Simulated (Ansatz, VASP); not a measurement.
# Two plane-wave programs on SnSe2

The input INCAR:

```
ALGO = Normal
EDIFF = 1E-6
ENCUT = 520
GGA = PE
ISIF = 2
ISMEAR = 0
LASPH = True
LCHARG = False
LREAL = False
LWAVE = False
NBANDS = 20
NELM = 80
PREC = Accurate
SIGMA = 0.1
```

File KPOINTS:

```
k-points
0
Gamma
  4 4 4
```

POSCAR

```
SnSe2
1.0
    4.5583293000      0.0000000000      0.0000000000
    0.0000000000      4.5583293000      0.0000000000
    0.0000000000      0.0000000000      4.6318689800
Sn Se
1 2
Direct
    0.0000000000      0.0000000000      0.7045486300
    0.5000000000      0.0000000000      0.7145153000
    0.0000000000      0.5000000000      0.7145153000
```

Input for Ansatz:

```yaml
crystal:
  lattice:
    - [4.5583293, 0.0, 0.0]
    - [0.0, 4.5583293, 0.0]
    - [0.0, 0.0, 4.63186898]
  atoms:
    - { symbol: Sn, position: [0.0, 0.0, 0.70454863] }
    - { symbol: Se, position: [0.5, 0.0, 0.7145153] }
    - { symbol: Se, position: [0.0, 0.5, 0.7145153] }
basis:
  ecutwfc: 420
kpoints:
  mp_grid: { grid: [4, 4, 4] }
hamiltonian:
  xc: pbe
scf:
  occupations: { method: gaussian, width: 0.1 }
  lower_state_search: "off"
output:
  forces: true
  stress: true
  eigenvalues: true
```

Alike in both runs: task single point; functional PBE; k mesh 4 × 4 × 4; occupations gaussian, width 0.1 eV; no spin polarisation.

|  | VASP | Ansatz |
| --- | --- | --- |
| version | VASP 6.6.1 | Ansatz 0.2.0 |
| potentials or method | VASP PAW PBE potentials, release 64 (Sn_d, Se), cutoff 520 eV | scalar-relativistic, plane waves, PAW |
| valence electrons in the cell | 26 | 46 |

|  | VASP | Ansatz | Ansatz less VASP |
| --- | --- | --- | --- |
| gap on the k mesh at the Fermi level (eV) | none | none | - |
| rms of the force components (eV/Å) | 0.158 | 0.158 | +0.0005 |

Atom by atom the forces differ by 0.000 eV/Å (rms over components). A gap of «none» marks a metal or a gap that the smearing closes. VASP's potentials hold 26 valence electrons a cell and Ansatz's 46, so a difference there can come from the potentials and not from the codes.
